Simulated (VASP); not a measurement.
Wanted: the native input for a VASP 6.6.1 run.

```yaml
Task: single point
Functional: LDA
Potentials_or_basis: VASP PAW LDA potentials, release 64 (Ga_d, N)
Cutoff: 520 eV
k_mesh: 12 × 12 × 4
Occupations: methfessel-paxton, width 0.1 eV
Spin: no spin polarisation
Dipole_correction: no
Further_INCAR_settings: ALGO = Normal; EDIFF = 1e-07; NBANDS = 26
```

The structure of GaN lies in POSCAR:

```
GaN
1.0
    3.2575913871      0.0000000000      0.0000000000
   -1.6287956935      2.8211571176      0.0000000000
    0.0000000000      0.0000000000      5.2920494043
Ga N
2 2
Direct
    0.3333333333      0.6666666667      0.0000000000
    0.6666666667      0.3333333333      0.5000000000
    0.3333333333      0.6666666667      0.3750000000
    0.6666666667      0.3333333333      0.8750000000
```

These files were run (other wordings do the same):

INCAR

```
ALGO     = Normal         # electronic algorithm
EDIFF    = 1E-7           # SCF threshold, eV
ENCUT    = 520            # plane-wave cutoff, eV
ISIF     = 2              # what is computed and relaxed
ISMEAR   = 1              # smearing method
LASPH    = True           # aspherical terms in the spheres
LCHARG   = True           # write CHGCAR
LELF     = True           # ELF
LREAL    = False          # projectors in reciprocal space
LVHAR    = True         
LWAVE    = False          # write WAVECAR
NBANDS   = 26             # bands
NELM     = 80             # most SCF steps
PREC     = Accurate       # precision mode
SIGMA    = 0.1            # smearing width, eV
```

KPOINTS

```
k-points
0
Gamma
  12 12 4
```

Potentials or basis: VASP PAW LDA potentials, release 64 (Ga_d, N).

The run is started by

```console
$ cat potpaw_LDA.64/Ga_d/POTCAR potpaw_LDA.64/N/POTCAR > POTCAR
$ mpirun -np 1 vasp_std > vasp.out
```

It gave:

The pressure is -14.9 GPa. The largest force is 0.108 eV/Å and the band gap on the k mesh is 1.50 eV, direct.

Wall time 54 s on 1 thread of Intel Xeon 6975P-C (shared host), peak memory 0.18 GiB.
